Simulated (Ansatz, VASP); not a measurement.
## One calculation of AlN, two programs

```xyz
12
Lattice="2.1840 -2.1840 0.0000 2.1840 0.0000 -2.1840 9.8907 9.8907 9.8907" Properties=species:S:1:pos:R:3 pbc="T T T"
Al    3.4577   -0.9103   -0.9103
Al    7.8257    7.8257    7.8257
Al    3.4577    1.2737    1.2737
Al    7.8257    3.4577    3.4577
Al    3.4577    3.4577    3.4577
Al    7.8257    5.6417    5.6417
N     6.7337    2.3657    2.3657
N     6.7337    0.1817    0.1817
N     6.7337    4.5497    4.5497
N    11.1017    6.7337    6.7337
N     6.7337    6.7337    6.7337
N     2.3657    0.1817    0.1817
```

Alike in both runs: task single point; functional PBE; k mesh 8 × 8 × 2; occupations gaussian, width 0.05 eV; no spin polarisation.

|  | VASP | Ansatz |
| --- | --- | --- |
| version | VASP 6.6.1 | Ansatz 0.2.0 |
| potentials or method | VASP PAW PBE potentials, release 64 (Al, N), cutoff 520 eV | scalar-relativistic, plane waves, PAW |
| valence electrons in the cell | 48 | 48 |

```tsv
	VASP	Ansatz	Ansatz less VASP
gap on the k mesh at the Fermi level (eV)	none	none	-
pressure (GPa)	2.6	2.8	+0.22
traceless stress, the component that is largest in VASP (GPa)	-0.77	-0.73	+0.037
rms of the force components (eV/Å)	0.546	0.547	+0.0013
```

Atom by atom the forces differ by 0.005 eV/Å (rms over components). A gap of «none» marks a metal or a gap that the smearing closes. With one functional, cell and mesh, what is left measures potentials, basis and numerics.
